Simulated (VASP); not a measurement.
# ZnSb (Pm-3m) in VASP: notebook

Runs on ZnSb. Level: LDA. Tasks: single point.

Program: VASP 6.6.1. These are calculated values, not measurements. Logs are shortened: lines on timing, memory, paths and dates and some standing lists are left out, and cuts for length are marked.

**1. The cell of the first run**

Symmetry: Pm-3m, No. 221, cubic system. Conventional cell: a = 3.576 Å, b = 3.576 Å, c = 3.576 Å, α = 90.00°, β = 90.00°, γ = 90.00°. Zn (site symmetry m-3m) has 8 Sb at 3.10 Å and 6 Zn at 3.58 Å within 4.1 Å. Sb (site symmetry m-3m) has 8 Zn at 3.10 Å and 6 Sb at 3.58 Å within 4.1 Å.

**2. Single point, LDA**

INCAR reads:

```
PREC = Accurate ; ENCUT = 500
EDIFF = 1E-6 ; ISMEAR = 1
SIGMA = 0.0362 ; LREAL = F
LASPH = T ; NELM = 120
ALGO = Normal ; ISIF = 2
LWAVE = F ; LCHARG = F
NBANDS = 16 ; GGA_COMPAT = F
```

KPOINTS reads:

```
Automatic mesh
0
Gamma
  5 5 5
```

POSCAR reads:

```
ZnSb
1.0
    3.5759530000      0.0000000000      0.0000000000
    0.0000000000      3.5759530000      0.0000000000
    0.0000000000      0.0000000000      3.5759530000
Zn Sb
1 1
Direct
    0.5000000000      0.5000000000      0.5000000000
    0.0000000000      0.0000000000      0.0000000000
```

Potentials or basis: VASP PAW LDA potentials, release 64 (Zn, Sb).

Command:

```bash
cat potpaw_LDA.64/Zn/POTCAR potpaw_LDA.64/Sb/POTCAR > POTCAR
mpirun -np 1 vasp_std > vasp.out
```

OUTCAR:

```text
PREC = Accurate
   ENCUT = 500
   EDIFF = 1E-6
   ISMEAR = 1
   LREAL = F
   LASPH = T
   NELM = 120
   ISIF = 2

 ion  position               nearest neighbor table
   1  0.500  0.500  0.500-   2 3.10   2 3.10   2 3.10   2 3.10   2 3.10   2 3.10   2 3.10   2 3.10

   2  0.000  0.000  0.000-   1 3.10   1 3.10   1 3.10   1 3.10   1 3.10   1 3.10   1 3.10   1 3.10

  LATTYP: Found a simple cubic cell.
 ALAT       =     3.5759530000

  Lattice vectors:

 A1 = (   3.5759530000,   0.0000000000,   0.0000000000)
 A2 = (   0.0000000000,   3.5759530000,   0.0000000000)
 A3 = (   0.0000000000,   0.0000000000,   3.5759530000)

Analysis of symmetry for initial positions (statically):
=====================================================================
 Subroutine PRICEL returns:
 Original cell was already a primitive cell.

 Routine SETGRP: Setting up the symmetry group for a
 simple cubic supercell.

 Subroutine GETGRP returns: Found 48 space group operations
 (whereof 48 operations were pure point group operations)
 out of a pool of 48 trial point group operations.

The static configuration has the point symmetry O_h .

Analysis of symmetry for dynamics (positions and initial velocities):
=====================================================================
 Subroutine PRICEL returns:
 Original cell was already a primitive cell.

 Routine SETGRP: Setting up the symmetry group for a
 simple cubic supercell.

 Subroutine GETGRP returns: Found 48 space group operations
 (whereof 48 operations were pure point group operations)
 out of a pool of 48 trial point group operations.

The dynamic configuration has the point symmetry O_h .

 Subroutine INISYM returns: Found 48 space group operations
 (whereof 48 operations are pure point group operations),
 and found     1 'primitive' translations

----------------------------------------------------------------------------------------

                                     Primitive cell

  volume of cell :      45.7273

  direct lattice vectors                    reciprocal lattice vectors
     3.575953000  0.000000000  0.000000000     0.279645734  0.000000000  0.000000000
     0.000000000  3.575953000  0.000000000     0.000000000  0.279645734  0.000000000
     0.000000000  0.000000000  3.575953000     0.000000000  0.000000000  0.279645734

  length of vectors
     3.575953000  3.575953000  3.575953000     0.279645734  0.279645734  0.279645734

  position of ions in fractional coordinates (direct lattice)
     0.500000000  0.500000000  0.500000000
     0.000000000  0.000000000  0.000000000

  ion indices of the primitive-cell ions
   primitive index   ion index
                 1           1
                 2           2

----------------------------------------------------------------------------------------

 KPOINTS: Automatic mesh

Automatic generation of k-mesh.
 Grid dimensions read from file:
 generate k-points for:    5    5    5

 Generating k-lattice:

  Cartesian coordinates                     Fractional coordinates (reciprocal lattice)
     0.055929147  0.000000000  0.000000000     0.200000000  0.000000000  0.000000000
     0.000000000  0.055929147  0.000000000     0.000000000  0.200000000  0.000000000
     0.000000000  0.000000000  0.055929147     0.000000000  0.000000000  0.200000000

  Length of vectors
     0.055929147  0.055929147  0.055929147

  Shift w.r.t. Gamma in fractional coordinates (k-lattice)
     0.000000000  0.000000000  0.000000000

 Subroutine IBZKPT returns following result:
 ===========================================

 Found     10 irreducible k-points:

 Following reciprocal coordinates:
            Coordinates               Weight
  0.000000  0.000000  0.000000      1.000000
  0.200000  0.000000  0.000000      6.000000
  0.400000  0.000000  0.000000      6.000000
  0.200000  0.200000  0.000000     12.000000
  0.400000  0.200000  0.000000     24.000000
  0.400000  0.400000  0.000000     12.000000
  0.200000  0.200000  0.200000      8.000000
  0.400000  0.200000  0.200000     24.000000
  0.400000  0.400000  0.200000     24.000000
  0.400000  0.400000  0.400000      8.000000
   k-points           NKPTS =     10   k-points in BZ     NKDIM =     10   number of bands    NBANDS=     16
   number of dos      NEDOS =    301   number of ions     NIONS =      2
   total plane-waves  NPLWV =  21952
   dimension x,y,z NGX =    28 NGY =   28 NGZ =   28
   dimension x,y,z NGXF=    56 NGYF=   56 NGZF=   56
   ions per type =               1   1
   NGX,Y,Z   is equivalent  to a cutoff of  13.02, 13.02, 13.02 a.u.
   NGXF,Y,Z  is equivalent  to a cutoff of  26.03, 26.03, 26.03 a.u.
 SYSTEM =  unknown system
   PREC   = accura    normal or accurate (medium, high low for compatibility)
   ISTART =      0    job   : 0-new  1-cont  2-samecut
   ICHARG =      2    charge: 1-file 2-atom 10-const
   ISPIN  =      1    spin polarized calculation?
   LNONCOLLINEAR =      F non collinear calculations
   LSORBIT =      F    spin-orbit coupling
   LASPH  =      T    aspherical Exc in radial PAW
   ENCUT  =  500.0 eV  36.75 Ry    6.06 a.u.   6.52  6.52  6.52*2*pi/ulx,y,z
   NELM   =    120;   NELMIN=  2; NELMDL= -5     # of ELM steps
   EDIFF  = 0.1E-05   stopping-criterion for ELM
   LREAL  =      F    real-space projection
   EDIFFG = 0.1E-04   stopping-criterion for IOM
   NSW    =      0    number of steps for IOM
   IBRION =     -1    ionic relax: 0-MD 1-quasi-New 2-CG
   NFREE  =      0    steps in history (QN), initial steepest desc. (CG)
   ISIF   =      2    stress and relaxation
   ISYM   =      2    0-nonsym 1-usesym 2-fastsym
   POTIM  = 0.5000    time-step for ionic-motion
   TEBEG  =    0.0;   TEEND  =   0.0 temperature during run
   PSTRESS=    0.0 pullay stress
   NELECT =      17.0000    total number of electrons
   NUPDOWN=      -1.0000    fix difference up-down
   EMIN   =  10.00;   EMAX   =-10.00  energy-range for DOS
   EFERMI =   0.00;   METHOD = LEGACY
   ISMEAR =     1;   SIGMA  =   0.04  broadening in eV -4-tet -1-fermi 0-gaus
   EFERMI_NEDOS =   21; number of points for ismear=-14 and -15
   IALGO  =     38    algorithm
   IMIX   =      4    mixing-type and parameters
     AMIX     =   0.40;   BMIX     =  1.00
     AMIX_MAG =   1.60;   BMIX_MAG =  1.00
  volume/ion in A,a.u.               =      22.86       154.29
  Fermi-wavevector in a.u.,A,eV,Ry     =   1.177152  2.224495 18.853425  1.385688
  Thomas-Fermi vector in A             =   2.313504
   LORBIT       =      0    0 simple, 1 ext, 2 COOP (PROOUT), +10 PAW based schemes
   GGA     = CA    functional components
   LHFCALC =     F    Hartree Fock is set to
   AEXX    =    0.0000 exact exchange contribution
   IVDW    =     0    specifies the selected vdW correction
   LEPSILON=     F    determine dielectric tensor
   LRPA    =     F    only Hartree local field effects (RPA)
 non-spin polarized calculation
 Methfessel and Paxton  Order N= 1 SIGMA  =   0.04
  energy-cutoff  :      500.00
  volume of cell :       45.73
 maximum number of plane-waves:      1189
 NGX is ok and might be reduce to    28
   NGX = 13   NGY = 13   NGZ = 13

 number of electron      16.9999989 magnetization

 Free energy of the ion-electron system (eV)
  ---------------------------------------------------
  ext. energy  EPLUGINS =         0.00000000
  ---------------------------------------------------
  free energy    TOTEN  =        -6.15586887 eV

  energy without entropy =       -6.15431214  energy(sigma->0) =       -6.15534996

 E-fermi :   5.1622     XC(G=0): -10.5534

 val. band max:        5.1541732738   @ k =   0.4000   0.2000   0.2000
 cond. band min:       5.4218733213   @ k =   0.0000   0.0000   0.0000
 fundamental gap:      0.2677000475
 Fermi energy:         5.1622323250

 k-point     1 :       0.0000    0.0000    0.0000
  band No.  band energies     occupation
      1      -6.2668      2.00000
      2      -1.5961      2.00000
      3      -1.5961      2.00000
      4      -1.4206      2.00000
      5      -1.4206      2.00000
      6      -1.4206      2.00000
      7       5.4219     -0.00000
      8       5.5404     -0.00000
      9       5.5404     -0.00000
     10       5.5404     -0.00000
     11      10.3738      0.00000
     12      10.3738      0.00000
     13      15.9080      0.00000
     14      15.9080      0.00000
     15      15.9080      0.00000
     16      18.5784      0.00000

 k-point     2 :       0.2000    0.0000    0.0000
  band No.  band energies     occupation
      1      -5.8537      2.00000
      2      -1.5879      2.00000
      3      -1.5712      2.00000
      4      -1.4598      2.00000
      5      -1.4598      2.00000
      6      -1.4194      2.00000
      7       2.2278      2.00000
      8       6.0344      0.00000
      9       6.0344      0.00000
     10       7.1932      0.00000
     11      10.7192      0.00000
     12      12.8759      0.00000
     13      13.9001      0.00000
     14      13.9001      0.00000
     15      14.0768      0.00000
     16      16.9175      0.00000

 k-point     3 :       0.4000    0.0000    0.0000
  band No.  band energies     occupation
      1      -4.8391      2.00000
      2      -1.6940      2.00000
      3      -1.5746      2.00000
      4      -1.5202      2.00000
      5      -1.5202      2.00000
      6      -1.4175      2.00000
      7      -0.3487      2.00000
      8       7.2143      0.00000
      9       7.2143      0.00000
     10       8.5968      0.00000
     11      10.7681      0.00000
     12      11.3287      0.00000
     13      11.3287      0.00000
     14      11.6588      0.00000
     15      14.3369      0.00000
     16      18.2461      0.00000

 k-point     4 :       0.2000    0.2000    0.0000
  band No.  band energies     occupation
      1      -5.4544      2.00000
      2      -1.5820      2.00000
      3      -1.5344      2.00000
      4      -1.4878      2.00000
      5      -1.4639      2.00000
      6      -1.4411      2.00000
      7       2.2453      2.00000
      8       3.4245      2.00000
      9       6.4827      0.00000
     10       8.7086      0.00000
     11      10.5416      0.00000
     12      12.9591      0.00000
     13      13.4452      0.00000
     14      13.8090      0.00000
     15      14.7615      0.00000
     16      16.4616      0.00000

 k-point     5 :       0.4000    0.2000    0.0000
  band No.  band energies     occupation
      1      -4.5018      2.00000
      2      -1.6240      2.00000
      3      -1.5219      2.00000
      4      -1.5048      2.00000
      5      -1.4558      2.00000
      6      -1.4402      2.00000
      7       0.0218      2.00000
      8       4.1608      2.00000
      9       7.2647      0.00000
     10       7.5252      0.00000
     11      10.4308      0.00000
     12      11.6848      0.00000
     13      12.5807      0.00000
     14      14.1457      0.00000
     15      16.7610      0.00000
     16      16.8468      0.00000

 k-point     6 :       0.4000    0.4000    0.0000
  band No.  band energies     occupation
      1      -3.7982      2.00000
      2      -1.5501      2.00000
      3      -1.4824      2.00000
      4      -1.4742      2.00000
      5      -1.3701      2.00000
      6      -1.2307      2.00000
      7       1.0281      2.00000
      8       1.4890      2.00000
      9       4.2526      2.00000
     10       8.1635      0.00000
     11      11.6878      0.00000
     12      12.3580      0.00000
     13      13.0561      0.00000
     14      14.7055      0.00000
     15      15.1161      0.00000
     16      16.2602      0.00000

 k-point     7 :       0.2000    0.2000    0.2000
  band No.  band energies     occupation
      1      -5.0672      2.00000
      2      -1.5388      2.00000
      3      -1.5388      2.00000
      4      -1.4796      2.00000
      5      -1.4796      2.00000
      6      -1.4588      2.00000
      7       2.2957      2.00000
      8       3.9235      2.00000
      9       3.9235      2.00000
     10       9.2945      0.00000
     11      11.6802      0.00000
     12      11.6802      0.00000
     13      12.1937      0.00000
     14      14.3065      0.00000
     15      14.3065      0.00000
     16      18.5390      0.00000

 k-point     8 :       0.4000    0.2000    0.2000
  band No.  band energies     occupation
      1      -4.1648      2.00000
      2      -1.5848      2.00000
      3      -1.5601      2.00000
      4      -1.4965      2.00000
      5      -1.4436      2.00000
      6      -1.3572      2.00000
      7       0.4336      2.00000
      8       4.1557      2.00000
      9       5.1542      1.36665
     10       7.0488      0.00000
     11       8.8615      0.00000
     12      11.9260      0.00000
     13      13.4634      0.00000
     14      15.1656      0.00000
     15      16.3034      0.00000
     16      17.1499      0.00000

 k-point     9 :       0.4000    0.4000    0.2000
  band No.  band energies     occupation
      1      -3.4555      2.00000
      2      -1.6076      2.00000
      3      -1.5785      2.00000
      4      -1.4634      2.00000
      5      -1.3590      2.00000
      6      -1.1572      2.00000
      7       1.4290      2.00000
      8       2.0579      2.00000
      9       4.6473      2.00000
     10       5.7594     -0.00000
     11       9.1043      0.00000
     12      10.0004      0.00000
     13      11.8193      0.00000
     14      16.2043      0.00000
     15      18.2206      0.00000
     16      18.6071      0.00000

 k-point    10 :       0.4000    0.4000    0.4000
  band No.  band energies     occupation
      1      -2.6788      2.00000
      2      -1.7069      2.00000
      3      -1.7069      2.00000
      4      -1.3518      2.00000
      5      -1.3518      2.00000
      6      -1.2082      2.00000
      7       2.4823      2.00000
      8       3.4371      2.00000
      9       3.4371      2.00000
     10       5.0952      2.02506
     11       7.0088      0.00000
     12       7.0088      0.00000
     13       8.9180      0.00000
     14      20.2871      0.00000
     15      20.2871      0.00000
     16      20.7973      0.00000

------------------------ aborting loop because EDIFF is reached ----------------------------------------

  FORCE on cell =-STRESS in cart. coord.  units (eV):
  Direction    XX          YY          ZZ          XY          YZ          ZX
  --------------------------------------------------------------------------------------
  -------------------------------------------------------------------------------------
  Total       -1.9364815     -1.9364815     -1.9364815     -0.0000000     -0.0000000      0.0000000
  in kB      -67.8497946    -67.8497946    -67.8497946     -0.0000000     -0.0000000      0.0000000
  external PRESSURE =     -67.8497946 kB  Pullay stress =       0.0000000 kB

 VOLUME and BASIS-vectors are now :
 -----------------------------------------------------------------------------
  energy-cutoff  :      500.00
  volume of cell :       45.73
      direct lattice vectors                 reciprocal lattice vectors
     3.575953000  0.000000000  0.000000000     0.279645734  0.000000000  0.000000000
     0.000000000  3.575953000  0.000000000     0.000000000  0.279645734  0.000000000
     0.000000000  0.000000000  3.575953000     0.000000000  0.000000000  0.279645734

 POSITION                                       TOTAL-FORCE (eV/Angst)
 -----------------------------------------------------------------------------------
      1.78798      1.78798      1.78798         0.000000      0.000000      0.000000
      0.00000      0.00000      0.00000         0.000000      0.000000      0.000000
 -----------------------------------------------------------------------------------
    total drift:                                0.000000      0.000000      0.000000

  FREE ENERGIE OF THE ION-ELECTRON SYSTEM (eV)
  ---------------------------------------------------
  free  energy   TOTEN  =        -6.1558688734 eV

  energy  without entropy=       -6.1543121410  energy(sigma->0) =       -6.15534996
```

Run time: 8.8 s. Hardware: 1 thread of Intel Xeon Platinum 8375C at 2.90GHz (Ice Lake), shared host; peak memory 0.14 GiB.

Results:

```
Free energy : -6.1559 eV
Pressure    : -6.8 GPa
```

Caveat: spin-orbit coupling is left out, which moves the levels of the heavy elements.

**3. Single point, LDA**

INCAR reads:

```
SYSTEM = ZnSb
ALGO = Normal
EDIFF = 1E-6
ENCUT = 500
GGA = CA
GGA_COMPAT = .FALSE.
ISIF = 2
ISMEAR = -5
LASPH = .TRUE.
LCHARG = .TRUE.
LELF = .TRUE.
LREAL = .FALSE.
LVHAR = .TRUE.
LWAVE = .FALSE.
NBANDS = 16
NELM = 120
PREC = Accurate
SIGMA = 0.1
```

KPOINTS reads:

```
k-points
0
G
  5 5 5
  0 0 0
```

POSCAR is that of step 2.

Potentials or basis: VASP PAW LDA potentials, release 64 (Zn, Sb).

Command:

```bash
cat potpaw_LDA.64/Zn/POTCAR potpaw_LDA.64/Sb/POTCAR > POTCAR
mpirun -np 1 vasp_std > vasp.out
```

It took 9.4 s on 1 thread of Intel Xeon Platinum 8375C at 2.90GHz (Ice Lake), shared host; peak memory 0.14 GiB.

Results (log left out):

| Property | Result |
| --- | --- |
| Free energy | -6.1549 eV |
| Pressure | -6.7 GPa |

Levels at points of the mesh, in eV from the Fermi level:
| k point | band 6 | band 7 | band 8 | band 9 | band 10 | band 11 |
| --- | --- | --- | --- | --- | --- | --- |
| (0.00, 0.00, 0.00) | -6.95 | -0.05 | 0.10 | 0.10 | 0.10 | 4.92 |

Caveat: spin-orbit coupling is left out, which moves the levels of the heavy elements; tetrahedron occupations give inexact forces and stress in metals.

[end of part 1 of 2]
